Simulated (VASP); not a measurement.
Here is a VASP 6.6.1 calculation.

The input INCAR:

```
PREC = Accurate
ENCUT = 400
EDIFF = 1E-6
ISMEAR = 1
SIGMA = 0.1
LREAL = F
LASPH = T
NELM = 120
ALGO = Normal
ISIF = 2
LWAVE = F
LCHARG = T
LDIPOL = T
IDIPOL = 3
DIPOL = 0.5 0.5 0.444
GGA = PE
IVDW = 12
LELF = T
LVHAR = T
LVACPOTAV = T
NBANDS = 32
GGA_COMPAT = F
NELMDL = -8
```

Contents of KPOINTS:

```
regular mesh
0
Gamma
  21 21 1
```

Contents of POSCAR:

```
Zr
1.0
    3.0912339410      0.0000000000      0.0000000000
   -1.5456169705      2.6770871220      0.0000000000
    0.0000000000      0.0000000000     24.5566695434
Zr
4
Direct
    0.6666666667      0.3333333333      0.2850549415
    0.3333333333      0.6666666667      0.3869746749
    0.6666666667      0.3333333333      0.4946198625
    0.3333333333      0.6666666667      0.6102481598
```

Potentials or basis: VASP PAW PBE potentials, release 64 (Zr_sv).

Launch:

```sh
$ cat potpaw_PBE.64/Zr_sv/POTCAR > POTCAR
$ mpirun -np 1 vasp_std > vasp.out
```

Task: Estimate the band gap on the k mesh.

Result: Zero (bands 24 and 25 overlap by 0.99 eV).

Task: What does it give for the largest force?

Result: 0.540 eV/Å.

Task: Predict the dispersion energy per atom.

Result: -0.424 eV.

Forces in eV/Å, atoms in the order of the input:
```
Zr   0.000  0.000 -0.149
Zr   0.000  0.000  0.089
Zr   0.000  0.000  0.540
Zr   0.000  0.000 -0.479
```
